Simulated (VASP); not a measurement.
# Si4HO7 (a cell with a defect) in VASP: further runs, part 2 of 2

VASP 6.6.1.

**5. Single point, PBEsol, collinear spin**

The input, INCAR:

```
SYSTEM = Si4HO7
PREC = Accurate
ENCUT = 520
EDIFF = 1E-6
ISMEAR = -1
SIGMA = 0.05
LREAL = .FALSE.
LASPH = .TRUE.
NELM = 150
ALGO = Normal
ISIF = 2
LWAVE = .FALSE.
LCHARG = .FALSE.
ISPIN = 2
MAGMOM = 0.1 0.1 0.1 0.1 0.1 0.1 0.1 0.1 0 0.1 0 0.1
LORBIT = 11
GGA = PS
NBANDS = 46
NELECT = 60.0
```

The input, KPOINTS:

```
Automatic mesh
0
Gamma
  2 2 2
  0.5 0.5 0.5
```

The input, POSCAR:

```
Si4HO7
1.0
    4.1943470000      0.0000000000      0.0000000000
    0.0000000000      4.1943470000      0.0000000000
    0.0000000000      0.0000000000      5.3570950000
Si O H
4 7 1
Direct
    0.0042730000      0.0067710000      0.9930620000
    0.0232800000      0.0074580000      0.5048090000
    0.4966720000      0.4651000000      0.2439500000
    0.5178810000      0.4910200000      0.7259230000
    0.3025950000      0.3009810000      0.9964240000
    0.7415840000      0.6982750000      0.0036460000
    0.6650900000      0.6614320000      0.4842440000
    0.1965210000      0.7845280000      0.2468110000
    0.1503200000      0.8293500000      0.7389750000
    0.8041590000      0.2243180000      0.2648300000
    0.8033570000      0.2183450000      0.7356460000
    0.9324810000      0.3921730000      0.2681320000
```

Potentials or basis: VASP PAW PBE potentials, release 64 (Si, O, H).

On the command line:

```sh
$ cat potpaw_PBE.64/Si/POTCAR potpaw_PBE.64/O/POTCAR potpaw_PBE.64/H/POTCAR > POTCAR
$ mpirun -np 1 vasp_std > vasp.out
```

OUTCAR:

```text
SYSTEM = Si4HO7
   PREC = Accurate
   ENCUT = 520
   EDIFF = 1E-6
   ISMEAR = -1
   LREAL = .FALSE.
   LASPH = .TRUE.
   NELM = 150
   ISIF = 2
   ISPIN = 2
   LORBIT = 11
   GGA = PS
   NELECT = 60.0

 ion  position               nearest neighbor table
   1  0.004  0.007  0.993-   9 1.67   6 1.70   5 1.76   8 1.83  11 1.84  10 1.91   2 2.62   2 2.74
                             3 3.13
   2  0.023  0.007  0.505-   9 1.55  11 1.78   8 1.82  10 1.82   7 2.09   1 2.62   1 2.74   3 3.10
                             4 3.13
   3  0.497  0.465  0.244-  10 1.64   7 1.68   5 1.70   8 1.84  12 1.86   6 1.92   4 2.59   4 2.78
                             2 3.10   1 3.13
   4  0.518  0.491  0.726-   7 1.60  11 1.66   5 1.88   6 1.96   9 2.10   3 2.59   3 2.78   2 3.13

   5  0.303  0.301  0.996-   3 1.70   1 1.76   4 1.88
   6  0.742  0.698  0.004-   1 1.70   3 1.92   4 1.96
   7  0.665  0.661  0.484-   4 1.60   3 1.68   2 2.09
   8  0.197  0.785  0.247-   2 1.82   1 1.83   3 1.84
   9  0.150  0.829  0.739-   2 1.55   1 1.67   4 2.10
  10  0.804  0.224  0.265-  12 0.89   3 1.64   2 1.82   1 1.91
  11  0.803  0.218  0.736-   4 1.66   2 1.78   1 1.84
  12  0.932  0.392  0.268-  10 0.89   3 1.86

  LATTYP: Found a simple tetragonal cell.
 ALAT       =     4.1943470000
 C/A-ratio  =     1.2772178840

  Lattice vectors:

 A1 = (   4.1943470000,   0.0000000000,   0.0000000000)
 A2 = (   0.0000000000,   4.1943470000,   0.0000000000)
 A3 = (   0.0000000000,   0.0000000000,   5.3570950000)

Analysis of symmetry for initial positions (statically):
=====================================================================
 Subroutine PRICEL returns:
 Original cell was already a primitive cell.

 Routine SETGRP: Setting up the symmetry group for a
[... 550 lines left out ...]
     42      19.7541      0.00000
 [bands above 42 left out]

------------------------ aborting loop because EDIFF is reached ----------------------------------------

  FORCE on cell =-STRESS in cart. coord.  units (eV):
  Direction    XX          YY          ZZ          XY          YZ          ZX
  --------------------------------------------------------------------------------------
  -------------------------------------------------------------------------------------
  Total       43.0199376     39.8594383     45.5091270    -10.5355657     -2.2093158      1.2524192
  in kB      731.3449994    677.6160669    773.6615696   -179.1061012    -37.5586802     21.2913033
  external PRESSURE =     727.5408787 kB  Pullay stress =       0.0000000 kB

 VOLUME and BASIS-vectors are now :
 -----------------------------------------------------------------------------
  energy-cutoff  :      520.00
  volume of cell :       94.24
      direct lattice vectors                 reciprocal lattice vectors
     4.194347000  0.000000000  0.000000000     0.238416135  0.000000000  0.000000000
     0.000000000  4.194347000  0.000000000     0.000000000  0.238416135  0.000000000
     0.000000000  0.000000000  5.357095000     0.000000000  0.000000000  0.186668334

 POSITION                                       TOTAL-FORCE (eV/Angst)
 -----------------------------------------------------------------------------------
      0.01792      0.02840      5.31993         1.120774     -1.076421     -0.681112
      0.09764      0.03128      2.70431         2.345298      1.491368     -1.417338
      2.08321      1.95079      1.30686        -6.689671      2.579365      0.954647
      2.17217      2.05951      3.88884        -2.973388     -1.150361      0.962082
      1.26919      1.26242      5.33794        -0.307893     -1.016123      0.190420
      3.11046      2.92881      0.01953        -3.182524     -0.465136      0.076177
      2.78962      2.77428      2.59414         3.421635      4.682242     -1.370545
      0.82428      3.29058      1.32219        -0.124355      0.010068     -1.016162
      0.63049      3.47858      3.95876         3.534233     -2.851689      3.125273
      3.37292      0.94087      1.41872        -3.721194     -6.480407     -3.699334
      3.36956      0.91581      3.94093         0.532338     -1.349251      2.344961
      3.91115      1.64491      1.43641         6.044748      5.626345      0.530932
 -----------------------------------------------------------------------------------
    total drift:                                0.000196      0.000098     -0.000118

  FREE ENERGIE OF THE ION-ELECTRON SYSTEM (eV)
  ---------------------------------------------------
  free  energy   TOTEN  =       -68.8802639152 eV

  energy  without entropy=      -68.8580709696  energy(sigma->0) =      -68.86916744

 total charge

# of ion       s       p       d       tot
------------------------------------------
    1        0.638   0.916   0.000   1.554
    2        0.817   0.878   0.000   1.695
    3        0.699   0.954   0.000   1.652
    4        0.810   0.878   0.000   1.688
    5        1.585   3.653   0.000   5.238
    6        1.561   3.628   0.000   5.190
    7        1.586   3.705   0.000   5.290
    8        1.574   3.605   0.000   5.179
    9        1.582   3.750   0.000   5.332
   10        1.614   3.816   0.000   5.430
   11        1.574   3.687   0.000   5.261
   12        0.702   0.246   0.000   0.948
--------------------------------------------------
tot         14.742  29.714   0.000  44.456

 magnetization (x)

# of ion       s       p       d       tot
------------------------------------------
    1        0.018   0.011   0.000   0.029
    2        0.012   0.010   0.000   0.022
    3        0.041   0.039   0.000   0.079
    4        0.130   0.062   0.000   0.192
    5        0.023   0.040   0.000   0.063
    6        0.004   0.007   0.000   0.011
    7        0.002   0.016   0.000   0.018
    8        0.006   0.007   0.000   0.014
    9        0.009   0.033   0.000   0.041
   10        0.005   0.011   0.000   0.016
   11        0.005   0.016   0.000   0.021
   12        0.001   0.003   0.000   0.004
--------------------------------------------------
tot          0.257   0.254   0.000   0.510
```

OSZICAR:

```text
N       E                     dE             d eps       ncg     rms          rms(c)
DAV:   1     0.296144938241E+03    0.29614E+03   -0.32602E+04   736   0.125E+03
DAV:   2    -0.604708807950E+02   -0.35662E+03   -0.34459E+03   890   0.293E+02
DAV:   3    -0.777675550894E+02   -0.17297E+02   -0.17062E+02   936   0.614E+01
DAV:   4    -0.779503961259E+02   -0.18284E+00   -0.18163E+00   912   0.635E+00
DAV:   5    -0.779530242728E+02   -0.26281E-02   -0.26258E-02   902   0.601E-01    0.251E+01
DAV:   6    -0.690450773695E+02    0.89079E+01   -0.26901E+01   896   0.264E+01    0.126E+01
DAV:   7    -0.689248270801E+02    0.12025E+00   -0.16932E+00   904   0.617E+00    0.502E+00
DAV:   8    -0.688810185509E+02    0.43809E-01   -0.13696E-01   920   0.195E+00    0.174E+00
DAV:   9    -0.688783580821E+02    0.26605E-02   -0.17518E-02   952   0.835E-01    0.462E-01
DAV:  10    -0.688791805263E+02   -0.82244E-03   -0.40397E-03   896   0.348E-01    0.243E-01
DAV:  11    -0.688795182670E+02   -0.33774E-03   -0.72321E-04   912   0.126E-01    0.140E-01
DAV:  12    -0.688797960543E+02   -0.27779E-03   -0.61882E-04   912   0.914E-02    0.815E-02
DAV:  13    -0.688800292274E+02   -0.23317E-03   -0.54625E-04   904   0.718E-02    0.495E-02
DAV:  14    -0.688801787718E+02   -0.14954E-03   -0.44939E-04   904   0.674E-02    0.359E-02
DAV:  15    -0.688802518927E+02   -0.73121E-04   -0.34236E-04   904   0.547E-02    0.191E-02
DAV:  16    -0.688802606722E+02   -0.87795E-05   -0.22259E-04   920   0.439E-02    0.869E-03
DAV:  17    -0.688802637735E+02   -0.31013E-05   -0.17808E-05   880   0.162E-02    0.684E-03
DAV:  18    -0.688802639152E+02   -0.14177E-06   -0.26392E-06   712   0.538E-03
   1 F= -.68880264E+02 E0= -.68869167E+02  d E =-.221929E-01  mag=     0.8277
```

Run time: 58 s. Hardware: 1 thread of AMD EPYC 7R13, shared host; peak memory 0.19 GiB.

What came out:

```yaml
Free_energy: -68.8803 eV
Largest_force: 8.338 eV/Å
Net_moment: 0.83 μB per cell
Site_moments: Si +0.03, +0.02, +0.08, +0.19; O +0.06, +0.01, +0.02, +0.04; H +0.00 μB
Valence_electrons_inside_the_program's_atomic_spheres: Si 1.55, 1.70, 1.65, 1.69; O 5.24, 5.19, 5.29, 5.18, 5.33, 5.43, 5.26; H 0.95
```

Forces in eV/Å, atoms in the order of the input:
```
Si   1.121 -1.076 -0.681
Si   2.345  1.491 -1.417
Si  -6.690  2.579  0.955
Si  -2.973 -1.150  0.962
O   -0.308 -1.016  0.190
O   -3.183 -0.465  0.076
O    3.422  4.682 -1.371
O   -0.124  0.010 -1.016
O    3.534 -2.852  3.125
O   -3.721 -6.480 -3.699
O    0.532 -1.349  2.345
H    6.045  5.626  0.531
```

Levels at points of the mesh, in eV from the Fermi level:
Spin up:
```
           k point  band 26  band 27  band 28  band 29  band 30  band 31  band 32  band 33  band 34  band 35
(0.25, 0.25, 0.25)    -7.53    -7.14    -6.73    -4.21    -0.72    -0.04     1.34     1.73     2.66     2.84
```
Spin down:
| k point | band 25 | band 26 | band 27 | band 28 | band 29 | band 30 | band 31 | band 32 | band 33 | band 34 |
| --- | --- | --- | --- | --- | --- | --- | --- | --- | --- | --- |
| (0.25, 0.25, 0.25) | -8.05 | -7.47 | -7.09 | -6.69 | -3.89 | -0.41 | 0.37 | 1.49 | 1.91 | 2.79 |

Caveat: the k points lie up to 0.75 Å⁻¹ apart; the cell carries a net charge on a neutralising background, which shifts energy and pressure; the cell is charged against a uniform background, so pressure and absolute levels hang on convention; the PAW data sets were made with another functional, which shifts forces and pressure a little.

**6. Single point, LDA, collinear spin**

The input, INCAR:

```
SYSTEM = Si4HO7
PREC = Accurate ; ENCUT = 520
EDIFF = 1E-6 ; ISMEAR = -1
SIGMA = 0.05 ; LREAL = .FALSE.
LASPH = .TRUE. ; NELM = 150
ALGO = Normal ; ISIF = 2
LWAVE = .FALSE. ; LCHARG = .TRUE.
ISPIN = 2 ; MAGMOM = 0.1 0.1 0.1 0.1 0.1 0.1 0.1 0.1 0 0.1 0 0.1
LORBIT = 11 ; LELF = .TRUE.
LVHAR = .TRUE. ; NBANDS = 46
```

KPOINTS is that of step 5.

POSCAR is that of step 5.

Potentials or basis: VASP PAW LDA potentials, release 64 (Si, O, H).

On the command line:

```sh
$ cat potpaw_LDA.64/Si/POTCAR potpaw_LDA.64/O/POTCAR potpaw_LDA.64/H/POTCAR > POTCAR
$ mpirun -np 1 vasp_std > vasp.out
```

OUTCAR:

```text
SYSTEM = Si4HO7
   PREC = Accurate
   ENCUT = 520
   EDIFF = 1E-6
   ISMEAR = -1
   LREAL = .FALSE.
   LASPH = .TRUE.
   NELM = 150
   ISIF = 2
   ISPIN = 2
   LORBIT = 11

 ion  position               nearest neighbor table
   1  0.004  0.007  0.993-   9 1.67   6 1.70   5 1.76   8 1.83  11 1.84  10 1.91   2 2.62   2 2.74
                             3 3.13
   2  0.023  0.007  0.505-   9 1.55  11 1.78   8 1.82  10 1.82   7 2.09   1 2.62   1 2.74   3 3.10
                             4 3.13
   3  0.497  0.465  0.244-  10 1.64   7 1.68   5 1.70   8 1.84  12 1.86   6 1.92   4 2.59   4 2.78
                             2 3.10   1 3.13
   4  0.518  0.491  0.726-   7 1.60  11 1.66   5 1.88   6 1.96   9 2.10   3 2.59   3 2.78   2 3.13

   5  0.303  0.301  0.996-   3 1.70   1 1.76   4 1.88
   6  0.742  0.698  0.004-   1 1.70   3 1.92   4 1.96
   7  0.665  0.661  0.484-   4 1.60   3 1.68   2 2.09
   8  0.197  0.785  0.247-   2 1.82   1 1.83   3 1.84
   9  0.150  0.829  0.739-   2 1.55   1 1.67   4 2.10
  10  0.804  0.224  0.265-  12 0.89   3 1.64   2 1.82   1 1.91
[... 601 lines left out ...]

  FREE ENERGIE OF THE ION-ELECTRON SYSTEM (eV)
  ---------------------------------------------------
  free  energy   TOTEN  =       -87.4159320155 eV

  energy  without entropy=      -87.4009260987  energy(sigma->0) =      -87.40842906

 total charge

# of ion       s       p       d       tot
------------------------------------------
    1        0.609   0.897   0.000   1.506
    2        0.731   0.874   0.000   1.605
    3        0.652   0.930   0.000   1.582
    4        0.741   0.856   0.000   1.596
    5        1.555   3.642   0.000   5.197
    6        1.544   3.604   0.000   5.149
    7        1.567   3.692   0.000   5.259
    8        1.552   3.591   0.000   5.143
    9        1.566   3.723   0.000   5.289
   10        1.592   3.808   0.000   5.401
   11        1.558   3.665   0.000   5.223
   12        0.693   0.245   0.000   0.938
--------------------------------------------------
tot         14.361  29.528   0.000  43.889

 magnetization (x)

# of ion       s       p       d       tot
------------------------------------------
    1        0.000   0.000   0.000   0.000
    2       -0.000   0.000   0.000  -0.000
    3        0.000   0.000   0.000   0.000
    4        0.000   0.000   0.000   0.000
    5        0.000   0.000   0.000   0.000
    6        0.000  -0.000   0.000   0.000
    7       -0.000  -0.000   0.000  -0.000
    8       -0.000  -0.000   0.000  -0.000
    9        0.000   0.000   0.000   0.000
   10       -0.000  -0.000   0.000  -0.000
   11       -0.000  -0.000   0.000  -0.000
   12        0.000   0.000   0.000   0.000
--------------------------------------------------
tot          0.000   0.000   0.000   0.000
```

It took 44 s on 1 thread of AMD EPYC 7R13, shared host; peak memory 0.15 GiB.

Results:

- Free energy: -87.4159 eV
- Pressure: 28.1 GPa
- Largest force: 8.612 eV/Å
- Net moment: 0.00 μB per cell
- Valence electrons inside the program's atomic spheres: Si 1.51, 1.60, 1.58; O 5.20, 5.15, 5.26, 5.14, 5.29, 5.40, 5.22; H 0.94

Forces on the atoms (eV/Å):
```
Si   0.859 -1.383 -0.628
Si   1.502  0.976 -1.688
Si  -6.083  3.455  0.511
Si  -2.524 -0.265  1.814
O    0.099 -0.473  0.193
O   -3.801 -1.155 -0.080
O    2.817  4.210 -0.972
O   -0.652  0.791 -0.593
O    4.017 -3.056  2.482
O   -2.840 -7.462 -3.230
O    0.651 -1.716  1.704
H    5.955  6.079  0.488
```

Caveat: the k points lie up to 0.75 Å⁻¹ apart.

**7. Summary**

```tsv
level	potentials or basis	spin	gap on the mesh (eV)	pressure (GPa)	moment (μB)	largest force (eV/Å)
PBEsol	VASP PAW PBE potentials, release 64 (Si, O, H)	off	none	34.6	-	8.54
PBEsol	VASP PAW PBE potentials, release 64 (Si, O, H)	collinear	none	34.6	0.00	8.54
LDA	VASP PAW LDA potentials, release 64 (Si, O, H)	collinear	none	28.1	0.00	8.61
```

Alike in all rows: task single point; cell as given; k mesh 2 × 2 × 2, shifted; cutoff (eV) 520; smearing fermi-dirac 0.05 eV.

Caveats: all runs use coarse meshes; the PAW data sets were made with another functional, which shifts forces and pressure a little (some runs); an odd number of electrons without spin polarisation forces a metal (some runs); a magnetic or distorted state may lie lower (some runs).

Absolute energies hang on the potentials; compare differences alone.
